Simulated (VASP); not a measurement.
# NiO (Fm-3m) in VASP: notebook

NiO is run at these levels: PBE+U; tasks: single point.

All numbers are computed with VASP 6.6.1; they aren't measurements. Logs are shortened: lines on timing, memory, paths and dates and some standing lists are left out, and cuts for length are marked.

## 1. The cell of the first run

It takes space group Fm-3m (No. 225, cubic). The conventional cell has a = 4.172 Å, b = 4.172 Å, c = 4.172 Å, α = 90.00°, β = 90.00°, γ = 90.00°. Ni (site symmetry m-3m) has 6 O at 2.09 Å within 2.8 Å. Within 2.8 Å of O (site symmetry m-3m) lie 6 Ni at 2.09 Å.

## 2. Single point, PBE+U, collinear spin, ferromagnetic start

The input, INCAR:

```
SYSTEM = NiO
PREC = Accurate
ENCUT = 520
EDIFF = 1E-6
ISMEAR = 0
SIGMA = 0.05
LREAL = .False.
LASPH = .True.
NELM = 150
ALGO = Normal
ISIF = 2
LWAVE = .False.
LCHARG = .True.
ISPIN = 2
MAGMOM = 2 0
LORBIT = 11
LMAXMIX = 4
LDAU = .True.
LDAUTYPE = 2
LDAUL = 2 -1
LDAUU = 6.2 0
LDAUJ = 0 0
LDAUPRINT = 1
GGA = PE
LELF = .True.
LVHAR = .True.
NBANDS = 19
```

The input, KPOINTS:

```
regular mesh
0
Gamma
  6 6 6
  0 0 0
```

The input, POSCAR:

```
NiO
1.0
    0.0000000000      2.0859016414      2.0859016414
    2.0859016414      0.0000000000      2.0859016414
    2.0859016414      2.0859016414      0.0000000000
Ni O
1 1
Direct
    0.0000000000      0.0000000000      0.0000000000
    0.5000000000      0.5000000000      0.5000000000
```

Potentials or basis: VASP PAW PBE potentials, release 64 (Ni, O).

Started as:

```
$ cat potpaw_PBE.64/Ni/POTCAR potpaw_PBE.64/O/POTCAR > POTCAR
$ mpirun -np 1 vasp_std > vasp.out
```

OUTCAR:

```text
SYSTEM = NiO
   PREC = Accurate
   ENCUT = 520
   EDIFF = 1E-6
   ISMEAR = 0
   LREAL = .False.
   LASPH = .True.
   NELM = 150
   ISIF = 2
   ISPIN = 2
   LORBIT = 11
   GGA = PE

 ion  position               nearest neighbor table
   1  0.000  0.000  0.000-   2 2.09   2 2.09   2 2.09   2 2.09   2 2.09   2 2.09
   2  0.500  0.500  0.500-   1 2.09   1 2.09   1 2.09   1 2.09   1 2.09   1 2.09

  LATTYP: Found a face centered cubic cell.
 ALAT       =     4.1718032828

  Lattice vectors:

 A1 = (   0.0000000000,   2.0859016414,   2.0859016414)
 A2 = (   2.0859016414,   0.0000000000,   2.0859016414)
 A3 = (   2.0859016414,   2.0859016414,   0.0000000000)

Analysis of symmetry for initial positions (statically):
=====================================================================
 Subroutine PRICEL returns:
 Original cell was already a primitive cell.

 Routine SETGRP: Setting up the symmetry group for a
 face centered cubic supercell.

 Subroutine GETGRP returns: Found 48 space group operations
 (whereof 48 operations were pure point group operations)
 out of a pool of 48 trial point group operations.

The static configuration has the point symmetry O_h .

Analysis of symmetry for dynamics (positions and initial velocities):
=====================================================================
 Subroutine PRICEL returns:
 Original cell was already a primitive cell.

 Routine SETGRP: Setting up the symmetry group for a
 face centered cubic supercell.

 Subroutine GETGRP returns: Found 48 space group operations
 (whereof 48 operations were pure point group operations)
 out of a pool of 48 trial point group operations.

The dynamic configuration has the point symmetry O_h .

Analysis of structural, dynamic, and magnetic symmetry:
=====================================================================
 Subroutine PRICEL returns:
 Original cell was already a primitive cell.

 Routine SETGRP: Setting up the symmetry group for a
 face centered cubic supercell.

 Subroutine GETGRP returns: Found 48 space group operations
 (whereof 48 operations were pure point group operations)
 out of a pool of 48 trial point group operations.

The overall configuration has the point symmetry O_h .

 Subroutine INISYM returns: Found 48 space group operations
 (whereof 48 operations are pure point group operations),
 and found     1 'primitive' translations

----------------------------------------------------------------------------------------

                                     Primitive cell

  volume of cell :      18.1515

  direct lattice vectors                    reciprocal lattice vectors
     0.000000000  2.085901641  2.085901641    -0.239704495  0.239704495  0.239704495
     2.085901641  0.000000000  2.085901641     0.239704495 -0.239704495  0.239704495
     2.085901641  2.085901641  0.000000000     0.239704495  0.239704495 -0.239704495

  length of vectors
     2.949910391  2.949910391  2.949910391     0.415180364  0.415180364  0.415180364

  position of ions in fractional coordinates (direct lattice)
     0.000000000  0.000000000  0.000000000
     0.500000000  0.500000000  0.500000000

  ion indices of the primitive-cell ions
   primitive index   ion index
                 1           1
                 2           2

----------------------------------------------------------------------------------------

 KPOINTS: regular mesh

Automatic generation of k-mesh.
 Grid dimensions read from file:
 generate k-points for:    6    6    6

 Generating k-lattice:

  Cartesian coordinates                     Fractional coordinates (reciprocal lattice)
    -0.039950749  0.039950749  0.039950749     0.166666667  0.000000000  0.000000000
     0.039950749 -0.039950749  0.039950749     0.000000000  0.166666667  0.000000000
[... 64 lines left out ...]
   ISMEAR =     0;   SIGMA  =   0.05  broadening in eV -4-tet -1-fermi 0-gaus
   EFERMI_NEDOS =   21; number of points for ismear=-14 and -15
   IALGO  =     38    algorithm
   IMIX   =      4    mixing-type and parameters
     AMIX     =   0.40;   BMIX     =  1.00
     AMIX_MAG =   1.60;   BMIX_MAG =  1.00
  volume/ion in A,a.u.               =       9.08        61.25
  Fermi-wavevector in a.u.,A,eV,Ry     =   1.569680  2.966264 33.523312  2.463894
  Thomas-Fermi vector in A             =   2.671526
   LORBIT       =     11    0 simple, 1 ext, 2 COOP (PROOUT), +10 PAW based schemes
 LDA+U is selected, type is set to LDAUTYPE =  2
   angular momentum for each species LDAUL =     2   -1
   U (eV)           for each species LDAUU =   6.2  0.0
   J (eV)           for each species LDAUJ =   0.0  0.0
   GGA     = PE    functional components
   LHFCALC =     F    Hartree Fock is set to
   AEXX    =    0.0000 exact exchange contribution
   IVDW    =     0    specifies the selected vdW correction
   LEPSILON=     F    determine dielectric tensor
   LRPA    =     F    only Hartree local field effects (RPA)
 spin polarized calculation
 Gauss-broadening in eV      SIGMA  =   0.05
  energy-cutoff  :      520.00
  volume of cell :       18.15
 maximum number of plane-waves:       531
 NGX is ok and might be reduce to    24

atom =   1  type =  1  l = 2

 onsite density matrix

spin component  1

  0.9839 -0.0000 -0.0000  0.0000  0.0000
 -0.0000  0.9839 -0.0000 -0.0000  0.0000
 -0.0000 -0.0000  1.0387  0.0000  0.0000
  0.0000 -0.0000  0.0000  0.9839  0.0000
  0.0000  0.0000  0.0000  0.0000  1.0387

spin component  2

  0.9825 -0.0000 -0.0000  0.0000  0.0000
 -0.0000  0.9825 -0.0000 -0.0000 -0.0000
 -0.0000 -0.0000  0.1400 -0.0000 -0.0000
  0.0000 -0.0000 -0.0000  0.9825 -0.0000
  0.0000 -0.0000 -0.0000 -0.0000  0.1400

 occupancies and eigenvectors

  o =  0.1400  v =  0.0000  0.0000  0.0000  0.0000  0.0000  0.0000  0.0000  0.9999  0.0000  0.0162      0.0000  0.0000  0.0000  0.0000  0.0000  0.0000  0.0000  0.0000  0.0000  0.0000
  o =  0.1400  v =  0.0000  0.0000  0.0000  0.0000  0.0000  0.0000  0.0000  0.0162  0.0000 -0.9999      0.0000  0.0000  0.0000  0.0000  0.0000  0.0000  0.0000  0.0000  0.0000  0.0000
  o =  0.9825  v =  0.0000  0.0000  0.0000  0.0000  0.0000  1.0000  0.0000  0.0000  0.0000  0.0000      0.0000  0.0000  0.0000  0.0000  0.0000  0.0000  0.0000  0.0000  0.0000  0.0000
  o =  0.9825  v =  0.0000  0.0000  0.0000  0.0000  0.0000  0.0000  0.1313  0.0000  0.9913  0.0000      0.0000  0.0000  0.0000  0.0000  0.0000  0.0000  0.0000  0.0000  0.0000  0.0000
  o =  0.9825  v =  0.0000  0.0000  0.0000  0.0000  0.0000  0.0000  0.9913 -0.0000 -0.1313  0.0000      0.0000  0.0000  0.0000  0.0000  0.0000  0.0000  0.0000  0.0000  0.0000  0.0000
  o =  0.9839  v =  0.0000  0.7288  0.0000 -0.6847 -0.0000  0.0000  0.0000  0.0000  0.0000  0.0000      0.0000  0.0000  0.0000  0.0000  0.0000  0.0000  0.0000  0.0000  0.0000  0.0000
  o =  0.9839  v =  1.0000  0.0000  0.0000  0.0000  0.0000  0.0000  0.0000  0.0000  0.0000  0.0000      0.0000  0.0000  0.0000  0.0000  0.0000  0.0000  0.0000  0.0000  0.0000  0.0000
  o =  0.9839  v =  0.0000  0.6847  0.0000  0.7288 -0.0000  0.0000  0.0000  0.0000  0.0000  0.0000      0.0000  0.0000  0.0000  0.0000  0.0000  0.0000  0.0000  0.0000  0.0000  0.0000
  o =  1.0387  v =  0.0000  0.0000 -0.0027  0.0000  1.0000  0.0000  0.0000  0.0000  0.0000  0.0000      0.0000  0.0000  0.0000  0.0000  0.0000  0.0000  0.0000  0.0000  0.0000  0.0000
  o =  1.0387  v =  0.0000 -0.0000  1.0000  0.0000  0.0027  0.0000  0.0000  0.0000  0.0000  0.0000      0.0000  0.0000  0.0000  0.0000  0.0000  0.0000  0.0000  0.0000  0.0000  0.0000

 number of electron      16.0000001 magnetization       2.0000007

 Free energy of the ion-electron system (eV)
  ---------------------------------------------------
  ext. energy  EPLUGINS =         0.00000000
  ---------------------------------------------------
  free energy    TOTEN  =       -10.16106291 eV

  energy without entropy =      -10.16106291  energy(sigma->0) =      -10.16106291

 E-fermi :   7.0756     XC(G=0): -12.6659

 val. band max:        6.8598498123   @ k =   0.5000   0.0000   0.0000
 cond. band min:       9.3741515909   @ k =   0.0000   0.0000   0.0000
 fundamental gap:      2.5143017787
 Fermi energy:         7.0755874780

 spin component 1

 k-point     1 :       0.0000    0.0000    0.0000
  band No.  band energies     occupation
      1     -12.0480      1.00000
      2       0.7223      1.00000
      3       0.7224      1.00000
      4       1.8393      1.00000
      5       1.8394      1.00000
      6       1.8394      1.00000
[... 328 lines left out ...]
      5       1.6097      1.00000
      6       2.6823      1.00000
[... 11 lines left out ...]
     18      40.4719      0.00000
     19      43.1856      0.00000
 Fermi energy:         7.0755874780

 spin component 2

 k-point     1 :       0.0000    0.0000    0.0000
  band No.  band energies     occupation
      1     -11.7407      1.00000
      2       2.8301      1.00000
      3       2.8306      1.00000
      4       2.8308      1.00000
      5       5.7729      1.00000
      6       5.7729      1.00000
[... 329 lines left out ...]
      6       4.1534      1.00000
[... 11 lines left out ...]
     18      41.6036      0.00000
     19      43.6654      0.00000

------------------------ aborting loop because EDIFF is reached ----------------------------------------

  FORCE on cell =-STRESS in cart. coord.  units (eV):
  Direction    XX          YY          ZZ          XY          YZ          ZX
  --------------------------------------------------------------------------------------
  -------------------------------------------------------------------------------------
  Total        0.3854512      0.3854512      0.3854512     -0.0000000      0.0000000     -0.0000000
  in kB       34.0226780     34.0226780     34.0226780     -0.0000000      0.0000000     -0.0000000
  external PRESSURE =      34.0226780 kB  Pullay stress =       0.0000000 kB

 VOLUME and BASIS-vectors are now :
 -----------------------------------------------------------------------------
  energy-cutoff  :      520.00
  volume of cell :       18.15
      direct lattice vectors                 reciprocal lattice vectors
     0.000000000  2.085901641  2.085901641    -0.239704495  0.239704495  0.239704495
     2.085901641  0.000000000  2.085901641     0.239704495 -0.239704495  0.239704495
     2.085901641  2.085901641  0.000000000     0.239704495  0.239704495 -0.239704495

 POSITION                                       TOTAL-FORCE (eV/Angst)
 -----------------------------------------------------------------------------------
      0.00000      0.00000      0.00000         0.000000      0.000000      0.000000
      2.08590      2.08590      2.08590        -0.000000     -0.000000     -0.000000
 -----------------------------------------------------------------------------------
    total drift:                                0.000000     -0.000000     -0.000000

  FREE ENERGIE OF THE ION-ELECTRON SYSTEM (eV)
  ---------------------------------------------------
  free  energy   TOTEN  =       -10.1610629122 eV

  energy  without entropy=      -10.1610629122  energy(sigma->0) =      -10.16106291

 total charge

# of ion       s       p       d       tot
------------------------------------------
    1        0.345   0.429   8.228   9.003
    2        1.547   3.487   0.000   5.034
--------------------------------------------------
tot          1.893   3.915   8.228  14.036

 magnetization (x)

# of ion       s       p       d       tot
------------------------------------------
    1        0.012   0.013   1.799   1.823
    2        0.018   0.154   0.000   0.172
--------------------------------------------------
tot          0.029   0.167   1.799   1.995
```

Wall time 15 s (1 thread of Intel Xeon Platinum 8259CL at 2.50GHz (Skylake/Cascade Lake), shared host); peak memory 0.15 GiB.

Results:

```yaml
Free_energy: -10.1611 eV
Pressure: 3.4 GPa
Band_gap_on_the_k_mesh: 2.51 eV, indirect (least direct gap 3.20 eV)
Net_moment: 2.00 μB per cell
Site_moments: Ni +1.82; O +0.17 μB
Valence_electrons_inside_the_program's_atomic_spheres: Ni 9.00; O 5.03
```

Eigenvalues of the final occupation matrices:
```tsv
site	spin	trace	eigenvalues
site 1 d	1	5.03	0.98 0.98 0.98 1.04 1.04
site 1 d	2	3.23	0.14 0.14 0.98 0.98 0.98
```

Caveat: the k points lie up to 0.43 Å⁻¹ apart; a cell with one magnetic atom can't hold antiferromagnetic order, which such compounds often take. A k mesh can miss the band edges.

## 3. Single point, PBE+U, collinear spin, antiferromagnetic start

This run uses another cell than the first one: it holds 4 atoms, not 2.

The input, INCAR:

```
SYSTEM = NiO
  ALGO = Normal
  EDIFF = 1E-6
  ENCUT = 520
  GGA = PE
  ISIF = 2
  ISMEAR = 0
  ISPIN = 2
  LASPH = .TRUE.
  LCHARG = .FALSE.
  LDAU = .TRUE.
  LDAUJ = 0 0
  LDAUL = 2 -1
  LDAUPRINT = 1
  LDAUTYPE = 2
  LDAUU = 6.2 0
  LMAXMIX = 4
  LORBIT = 11
  LREAL = .FALSE.
  LWAVE = .FALSE.
  MAGMOM = 2 -2 0 0
  NBANDS = 28
  NELM = 150
  PREC = Accurate
  SIGMA = 0.05
```

The input, KPOINTS:

```
k-points
0
G
  5 5 3
  0 0 0
```

The input, POSCAR:

```
NiO
1.0
    0.0000000000      2.1337902789     -2.1337902789
    0.0000000000      2.1337902789      2.1337902789
    4.2675805578      0.0000000000      0.0000000000
Ni O
2 2
Direct
    0.0000000000      0.0000000000      0.0000000000
    0.5000000000      0.5000000000      0.5000000000
    0.0000000000      1.0000000000      0.5000000000
    0.5000000000      1.5000000000      1.0000000000
```

Potentials or basis: VASP PAW PBE potentials, release 64 (Ni, O).

Started as:

```
$ cat potpaw_PBE.64/Ni/POTCAR potpaw_PBE.64/O/POTCAR > POTCAR
$ mpirun -np 1 vasp_std > vasp.out
```

OUTCAR:

```text
SYSTEM = NiO
   EDIFF = 1E-6
   ENCUT = 520
   GGA = PE
   ISIF = 2
   ISMEAR = 0
   ISPIN = 2
   LASPH = .TRUE.
   LORBIT = 11
   LREAL = .FALSE.
   NELM = 150
   PREC = Accurate

 ion  position               nearest neighbor table
   1  0.000  0.000  0.000-   3 2.13   4 2.13   3 2.13   4 2.13   4 2.13   4 2.13   2 3.02   2 3.02
                             2 3.02   2 3.02   2 3.02   2 3.02   2 3.02   2 3.02
   2  0.500  0.500  0.500-   3 2.13   4 2.13   4 2.13   3 2.13   3 2.13   3 2.13   1 3.02   1 3.02
                             1 3.02   1 3.02   1 3.02   1 3.02   1 3.02   1 3.02
   3  0.000  0.000  0.500-   1 2.13   2 2.13   1 2.13   2 2.13   2 2.13   2 2.13
[... 1062 lines left out ...]
     0.000000000  2.133790279  2.133790279     0.000000000  0.234324809  0.234324809
     4.267580558  0.000000000  0.000000000     0.234324809  0.000000000  0.000000000

 POSITION                                       TOTAL-FORCE (eV/Angst)
 -----------------------------------------------------------------------------------
      0.00000      0.00000      0.00000         0.000000     -0.000000      0.000000
      2.13379      2.13379      0.00000        -0.000000      0.000000      0.000000
      2.13379      0.00000      0.00000         0.000000     -0.000000      0.000000
      0.00000      2.13379      0.00000         0.000000      0.000000     -0.000000
 -----------------------------------------------------------------------------------
    total drift:                               -0.000000     -0.000000     -0.000000

  FREE ENERGIE OF THE ION-ELECTRON SYSTEM (eV)
  ---------------------------------------------------
  free  energy   TOTEN  =       -20.2640276896 eV

  energy  without entropy=      -20.2640276896  energy(sigma->0) =      -20.26402769

 total charge

# of ion       s       p       d       tot
------------------------------------------
    1        0.326   0.380   8.168   8.874
    2        0.326   0.380   8.168   8.874
    3        1.548   3.450   0.000   4.998
    4        1.548   3.450   0.000   4.998
--------------------------------------------------
tot          3.749   7.660  16.336  27.745

 magnetization (x)

# of ion       s       p       d       tot
------------------------------------------
    1        0.015   0.015   1.810   1.840
    2       -0.015  -0.015  -1.810  -1.840
    3       -0.005  -0.051   0.000  -0.056
    4        0.005   0.051   0.000   0.056
--------------------------------------------------
tot          0.000   0.000   0.000   0.000
```

Run time: 25 s. Hardware: 1 thread of Intel Xeon Platinum 8259CL at 2.50GHz (Skylake/Cascade Lake), shared host; peak memory 0.16 GiB.

What came out:

```
Free energy                                           : -20.2640 eV
Pressure                                              : -8.0 GPa
Band gap on the k mesh                                : 2.62 eV
Net moment                                            : 0.00 μB per cell
Site moments                                          : Ni +1.84, -1.84; O -0.06, +0.06 μB
Valence electrons inside the program's atomic spheres : Ni 8.87; O 5.00
```

Eigenvalues of the final occupation matrices:
| site | spin | trace | eigenvalues |
| --- | --- | --- | --- |
| site 1 d | 1 | 5.00 | 0.98 0.98 0.98 1.03 1.03 |
| site 1 d | 2 | 3.19 | 0.12 0.13 0.98 0.98 0.98 |
| site 2 d | 1 | 3.19 | 0.12 0.13 0.98 0.98 0.98 |
| site 2 d | 2 | 5.00 | 0.98 0.98 0.98 1.03 1.03 |

Caveat: the k points lie up to 0.49 Å⁻¹ apart. A k mesh can miss the band edges.
